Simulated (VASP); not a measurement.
# TaSi5B2 (P-6m2) in VASP: a series of runs, part 2 of 2

VASP 6.6.1. Earlier steps stand in the parts before.

### Step 5. Relaxation of cell and atoms, PBE

This run uses another cell than the first one, of 16.39 Å³/atom.

INCAR

```
ALGO     = Normal         # electronic algorithm
EDIFF    = 1E-7           # SCF threshold, eV
EDIFFG   = -0.08          # ionic threshold
ENCUT    = 500            # plane-wave cutoff, eV
GGA      = PE             # functional
GGA_COMPAT= False        
IBRION   = 2              # ionic algorithm
ISIF     = 3              # what is computed and relaxed
ISMEAR   = 0              # smearing method
LASPH    = True           # aspherical terms in the spheres
LCHARG   = False          # write CHGCAR
LREAL    = False          # projectors in reciprocal space
LWAVE    = False          # write WAVECAR
NELM     = 120            # most SCF steps
NELMIN   = 4            
NSW      = 36             # ionic steps
PREC     = Accurate       # precision mode
SIGMA    = 0.2            # smearing width, eV
```

KPOINTS

```
k-points
0
Gamma
  4 4 2
```

POSCAR

```
TaSi5B2
1.0
    4.5226741400      0.0000000000      0.0000000000
   -2.2613370700      3.9167507000      0.0000000000
    0.0000000000      0.0000000000      7.4032340400
Ta Si B
1 5 2
Direct
    0.6666666700      0.3333333300      0.0000000000
    0.3333333300      0.6666666700      0.7710687400
    0.3333333300      0.6666666700      0.2289312600
    0.0000000000      0.0000000000      0.5000000000
    0.0000000000      0.0000000000      0.7626636400
    0.0000000000      0.0000000000      0.2373363600
    0.6666666700      0.3333333300      0.5000000000
    0.0000000000      0.0000000000      0.0000000000
```

Potentials or basis: VASP PAW PBE potentials, release 64 (Ta_pv, Si, B).

Started as:

```bash
$ cat potpaw_PBE.64/Ta_pv/POTCAR potpaw_PBE.64/Si/POTCAR potpaw_PBE.64/B/POTCAR > POTCAR
$ mpirun -np 1 vasp_std > vasp.out
```

OUTCAR:

```text
EDIFF = 1E-7
   EDIFFG = -0.08
   ENCUT = 500
   GGA = PE
   IBRION = 2
   ISIF = 3
   ISMEAR = 0
   LASPH = True
   LREAL = False
   NELM = 120
   NELMIN = 4
   NSW = 36
   PREC = Accurate

 ion  position               nearest neighbor table
   1  0.667  0.333  0.000-   8 2.61   8 2.61   8 2.61   3 3.11   2 3.11   3 3.11   2 3.11   2 3.11
                             3 3.11   5 3.15   6 3.15   6 3.15   5 3.15   6 3.15   5 3.15
   2  0.333  0.667  0.771-   5 2.61   5 2.61   5 2.61   1 3.11   1 3.11   1 3.11
   3  0.333  0.667  0.229-   6 2.61   6 2.61   6 2.61   1 3.11   1 3.11   1 3.11
   4  0.000  0.000  0.500-   5 1.94   6 1.94   7 2.61   7 2.61   7 2.61
   5  0.000  0.000  0.763-   8 1.76   4 1.94   2 2.61   2 2.61   2 2.61   1 3.15   1 3.15   1 3.15

   6  0.000  0.000  0.237-   8 1.76   4 1.94   3 2.61   3 2.61   3 2.61   1 3.15   1 3.15   1 3.15

   7  0.667  0.333  0.500-   4 2.61   4 2.61   4 2.61
   8  0.000  0.000  0.000-   5 1.76   6 1.76   1 2.61   1 2.61   1 2.61

  LATTYP: Found a hexagonal cell.
 ALAT       =     4.5226741400
 C/A-ratio  =     1.6369151990

  Lattice vectors:

 A1 = (   4.5226741400,   0.0000000000,   0.0000000000)
 A2 = (  -2.2613370700,   3.9167507000,   0.0000000000)
 A3 = (   0.0000000000,   0.0000000000,   7.4032340400)

Analysis of symmetry for initial positions (statically):
=====================================================================
 Subroutine PRICEL returns:
 Original cell was already a primitive cell.

 Routine SETGRP: Setting up the symmetry group for a
 hexagonal supercell.

 Subroutine GETGRP returns: Found 12 space group operations
 (whereof 12 operations were pure point group operations)
 out of a pool of 24 trial point group operations.

[... 279 lines left out ...]
  free  energy   TOTEN  =       -45.7098399686 eV

  energy  without entropy=      -45.6027959999  energy(sigma->0) =      -45.65631798

 E-fermi :   5.4723     XC(G=0):  -9.9815

 val. band max:        5.4174744721   @ k =   0.2500   0.2500   0.0000
 cond. band min:       5.4895053784   @ k =   0.5000   0.0000   0.0000
 fundamental gap:      0.0720309063
 Fermi energy:         5.4722610010

 k-point     1 :       0.0000    0.0000    0.0000
  band No.  band energies     occupation
      1     -29.4314      2.00000
      2     -29.2579      2.00000
      3     -29.2579      2.00000
      4      -7.0871      2.00000
      5      -6.2849      2.00000
      6      -4.0851      2.00000
[... 197 lines left out ...]
     22       7.2634      0.00000
     23       7.7163      0.00000

[... ionic steps 4 to 26 ...]

--------------------------------------- Ionic step       27  -------------------------------------------

 number of electron      37.0000008 magnetization

------------------------ aborting loop because EDIFF is reached ----------------------------------------
[... 79 lines left out ...]
--------------------------------------- Ionic step       29  -------------------------------------------

 number of electron      37.0000006 magnetization

 Free energy of the ion-electron system (eV)
  ---------------------------------------------------
  ext. energy  EPLUGINS =         0.00000000
  ---------------------------------------------------
  free energy    TOTEN  =       -47.94290703 eV

  energy without entropy =      -47.83421476  energy(sigma->0) =      -47.88856090

 E-fermi :   7.5313     XC(G=0): -10.8905

 val. band max:        7.4974806711   @ k =   0.2500   0.2500   0.5000
 cond. band min:       7.5643529774   @ k =   0.5000   0.0000   0.0000
 fundamental gap:      0.0668723064
 Fermi energy:         7.5312746068

 k-point     1 :       0.0000    0.0000    0.0000
  band No.  band energies     occupation
      1     -27.3248      2.00000
      2     -27.2179      2.00000
      3     -27.2179      2.00000
      4      -5.7712      2.00000
      5      -4.2635      2.00000
      6      -3.8670      2.00000
[... 232 lines left out ...]
  FREE ENERGIE OF THE ION-ELECTRON SYSTEM (eV)
  ---------------------------------------------------
  free  energy   TOTEN  =       -47.9429070314 eV

  energy  without entropy=      -47.8342147639  energy(sigma->0) =      -47.88856090

 reached required accuracy - stopping structural energy minimisation
```

CONTCAR:

```text
TaSi5B2
   1.00000000000000
     3.7348838975795386    0.0000000000000000    0.0000000000000000
    -1.8674419487897693    3.2345043363127099    0.0000000000000000
    -0.0000000000000000   -0.0000000000000000    9.7089147811549026
  Ta              Si              B
     1     5     2
Direct
     0.6666666699999979    0.3333333300000021    0.0000000000000000
     0.3333333300000021    0.6666666699999979    0.6899618367507560
     0.3333333300000021    0.6666666699999979    0.3100381632492441
     1.0000000000000000    0.0000000000000000    0.5000000000000000
     0.0000000000000000    0.0000000000000000    0.7995360084723583
     0.0000000000000000    0.0000000000000000    0.2004639915276419
     0.6666666699999979    0.3333333300000021    0.5000000000000000
     0.0000000000000000    0.0000000000000000    0.0000000000000000

  0.00000000E+00  0.00000000E+00  0.00000000E+00
  0.00000000E+00  0.00000000E+00  0.00000000E+00
  0.00000000E+00  0.00000000E+00  0.00000000E+00
  0.00000000E+00  0.00000000E+00  0.00000000E+00
  0.00000000E+00  0.00000000E+00  0.00000000E+00
  0.00000000E+00  0.00000000E+00  0.00000000E+00
  0.00000000E+00  0.00000000E+00  0.00000000E+00
  0.00000000E+00  0.00000000E+00  0.00000000E+00
```

Wall time 14 min (1 thread of Intel Xeon 8259CL, shared host); peak memory 0.28 GiB.

What came out:

```yaml
Free_energy: -47.9429 eV
Relaxed_volume: 14.66 Å³/atom
Relaxed_cell: a = 3.735 Å, b = 3.735 Å, c = 9.709 Å, α = 90.00°, β = 90.00°, γ = 120.00°
Space_group_after_relaxing_to_0.1_Å: P-6m2 (No. 187)
Energy_gained_by_relaxing: 902.3 meV/atom
Ionic_steps: 29
Pressure_after_relaxing: 0.0 GPa
Largest_force_after_relaxing: 0.028 eV/Å
Band_gap_on_the_k_mesh: zero (an odd number of electrons rules out a gap without spin polarisation)
```

Forces on the atoms (eV/Å):
```
Ta   0.000  0.000  0.000
Si   0.000  0.000 -0.008
Si   0.000  0.000  0.008
Si   0.000  0.000  0.000
Si   0.000  0.000  0.028
Si   0.000  0.000 -0.028
B    0.000  0.000  0.000
B    0.000  0.000  0.000
```

Step by step:
```tsv
step	energy change (eV)	largest force (eV/Å)	pressure (GPa)	volume (Å³)
1	0.0000	4.2160	3.41	131.14
2	-4.5476	1.4979	-7.92	134.83
3	-4.9854	1.4637	-6.69	134.89
4	-5.3884	0.8622	-1.64	133.91
5	-5.4338	1.2407	1.79	132.93
6	-5.4247	1.3181	2.69	132.69
7	-5.5999	1.1122	-3.35	139.62
8	-5.6022	1.0883	-3.94	140.42
9	-5.7387	1.1426	-4.10	140.38
10	-6.1496	1.0325	-4.68	140.19
11	-6.5783	0.6868	-6.77	139.57
12	-6.8587	0.1537	-0.92	129.85
13	-6.8626	0.0788	-0.04	128.66
14	-6.9236	0.2957	-0.04	127.96
15	-6.9447	0.6937	0.08	127.26
16	-6.9812	0.5194	-0.41	127.09
17	-7.0447	0.3327	-1.80	126.50
18	-7.0221	0.5652	-4.38	125.01
19	-7.0566	0.3744	-2.59	126.09
20	-7.0832	0.4286	-1.73	124.51
21	-7.1169	0.5613	0.70	120.53
22	-7.1175	0.5811	1.09	119.93
23	-7.1429	0.5246	1.08	119.03
24	-7.1770	0.3810	1.28	116.27
25	-7.1987	0.2131	-0.32	117.57
26	-7.2016	0.1932	-1.14	118.27
27	-7.2149	0.1349	-0.22	117.46
28	-7.2168	0.1164	0.30	117.02
29	-7.2184	0.0279	0.00	117.29
```

Final structure:
```cif
data_structure
_symmetry_space_group_name_H-M 'P 1'
_symmetry_Int_Tables_number 1
_cell_length_a 3.7349
_cell_length_b 3.7349
_cell_length_c 9.7089
_cell_angle_alpha 90.000
_cell_angle_beta 90.000
_cell_angle_gamma 120.000
_cell_volume 117.29
loop_
_atom_site_label
_atom_site_type_symbol
_atom_site_fract_x
_atom_site_fract_y
_atom_site_fract_z
_atom_site_occupancy
Ta1 Ta 0.66667 0.33333 0.00000 1
Si1 Si 0.33333 0.66667 0.68996 1
Si2 Si 0.33333 0.66667 0.31004 1
Si3 Si 0.00000 0.00000 0.50000 1
Si4 Si 0.00000 0.00000 0.79954 1
Si5 Si 0.00000 0.00000 0.20046 1
B1 B 0.66667 0.33333 0.50000 1
B2 B 0.00000 0.00000 0.00000 1
```

Caveat: the k points lie up to 0.49 Å⁻¹ apart in the final cell, too coarse for converged energies and pressures of a metal; a cell axis changed by over 15 % at a fixed basis, so the end point is rough; spin-orbit coupling is left out, which moves the levels of the heavy elements.

### Step 6. Overview

| task | cell | k mesh | gap on the mesh (eV) | pressure (GPa) | relaxed volume (Å³/atom) | largest force (eV/Å) |
| --- | --- | --- | --- | --- | --- | --- |
| single point | a = 4.736, b = 4.736, c = 5.871 Å, angles 90.0, 90.0, 120.0°, 8 atoms, atomic positions A | 4 × 4 × 3 | none | -0.1 | - | 0.02 |
| single point | a = 3.734, b = 3.734, c = 9.669 Å, angles 90.0, 90.0, 120.0°, 8 atoms, atomic positions B | 4 × 4 × 2 | none | 0.4 | - | 0.02 |
| relaxation of cell and atoms | relaxed from a = 4.508, b = 4.508, c = 7.082 Å, angles 90.0, 90.0, 120.0°, 8 atoms, atomic positions C | 4 × 4 × 3 | none | 0.0 | 14.24 | 0.01 |
| relaxation of cell and atoms | relaxed from a = 4.523, b = 4.523, c = 7.403 Å, angles 90.0, 90.0, 120.0°, 8 atoms, atomic positions D | 4 × 4 × 2 | none | 0.0 | 14.66 | 0.03 |

Alike in all rows: level PBE; potentials or basis VASP PAW PBE potentials, release 64 (Ta_pv, Si, B); no spin polarisation; cutoff (eV) 500; smearing gaussian 0.2 eV.

Caveats: all runs use coarse meshes; spin-orbit coupling is left out, which moves the levels of the heavy elements; a cell axis changed by over 15 % at a fixed basis, so the end point is rough (at least some runs).

Total energies depend on the potentials used, so only differences within one code and one set of settings carry meaning.
